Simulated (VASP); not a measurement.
Set up this calculation in VASP 6.6.1, as the native input.

```
Task                   : electric field gradients
Functional             : PBE
Potentials or basis    : VASP PAW PBE potentials, release 64 (V_sv)
Cutoff                 : 520 eV
k mesh                 : 18 × 18 × 10
Occupations            : fermi-dirac, width 0.08 eV
Spin                   : collinear spin, ferromagnetic start
Starting moments       : [1.5, 1.5] μB
Dipole correction      : no
Further INCAR settings : ALGO = Normal; EDIFF = 1e-08; NBANDS = 24
```

The structure of V lies in POSCAR:

```
V
1.0
    2.6125220544      0.0000000000      0.0000000000
   -1.3062610272      2.2625104670      0.0000000000
    0.0000000000      0.0000000000      4.6879038651
V
2
Direct
    0.3333333333      0.6666666667      0.2500000000
    0.6666666667      0.3333333333      0.7500000000
```

This isn't the form of V at room conditions, which is bcc.

One way to write it, as run:

INCAR

```
SYSTEM = V
PREC = Accurate ; ENCUT = 520
EDIFF = 1E-8 ; ISMEAR = -1
SIGMA = 0.08 ; LREAL = .False.
LASPH = .True. ; NELM = 150
ALGO = Normal ; ISIF = 2
LWAVE = .False. ; LCHARG = .False.
ISPIN = 2 ; MAGMOM = 1.5 1.5
LORBIT = 11 ; LMAXMIX = 4
GGA = PE ; LEFG = .True.
NBANDS = 24
```

KPOINTS

```
regular mesh
0
Gamma
  18 18 10
  0 0 0
```

Potentials or basis: VASP PAW PBE potentials, release 64 (V_sv).

Launch:

```bash
$ cat potpaw_PBE.64/V_sv/POTCAR > POTCAR
$ mpirun -np 1 vasp_std > vasp.out
```

It gave:

```json
{
  "Pressure": "0.2 GPa",
  "Band gap on the k mesh": "zero (filled and empty bands overlap)",
  "Net moment": "0.00 μB per cell",
  "Largest electric field gradient by atom": "V -8.1 V/Å²",
  "Valence electrons inside the program's atomic spheres": "V 11.62"
}
```

Caveat: the moments typed at the start vanished in this run; without QUAD_EFG the Cq values of the log hold for a quadrupole moment of 1 mb, not for the nuclei.

Wall time 15 min on 1 thread of Intel Xeon 8259CL, on a shared host, peak memory 0.27 GiB.
